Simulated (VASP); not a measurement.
Wanted: the native input for a VASP 6.6.1 run.

| Item | Value |
| --- | --- |
| Task | single point |
| Functional | PBE |
| Potentials or basis | VASP PAW PBE potentials, release 64 (In_d, As) |
| Cutoff | 520 eV |
| k mesh | 8 × 8 × 8 |
| Occupations | gaussian, width 0.025 eV |
| Spin | no spin polarisation |
| Dipole correction | no |
| Further INCAR settings | ALGO = Normal; EDIFF = 1e-07; NBANDS = 16 |

The structure of InAs lies in POSCAR:

```
InAs
1.0
    0.0000000000      2.8773040000      2.8773040000
    2.8773040000      0.0000000000      2.8773040000
    2.8773040000      2.8773040000      0.0000000000
In As
1 1
Direct
    0.5000000000      0.5000000000      0.5000000000
    0.0000000000      0.0000000000      0.0000000000
```

The input as run:

INCAR

```
SYSTEM = InAs
  ALGO = Normal
  EDIFF = 1E-7
  ENCUT = 520
  GGA = PE
  ISIF = 2
  ISMEAR = 0
  LASPH = .TRUE.
  LCHARG = .FALSE.
  LREAL = .FALSE.
  LWAVE = .FALSE.
  NBANDS = 16
  NELM = 60
  PREC = Accurate
  SIGMA = 0.025
```

KPOINTS

```
k-points
0
G
  8 8 8
  0 0 0
```

Potentials or basis: VASP PAW PBE potentials, release 64 (In_d, As).

Launch:

```console
$ cat potpaw_PBE.64/In_d/POTCAR potpaw_PBE.64/As/POTCAR > POTCAR
$ mpirun -np 1 vasp_std > vasp.out
```

Results of the run:

The pressure is 0.0 GPa and the band gap on the k mesh is zero (band 9 reaches 6.25 eV, above the bottom of band 10 at 3.69 eV).

Caveat: spin-orbit coupling is left out, which moves the levels of the heavy elements.

It took 44 s on 1 thread of Intel Xeon 8259CL, with other jobs on the host, peak memory 0.18 GiB.
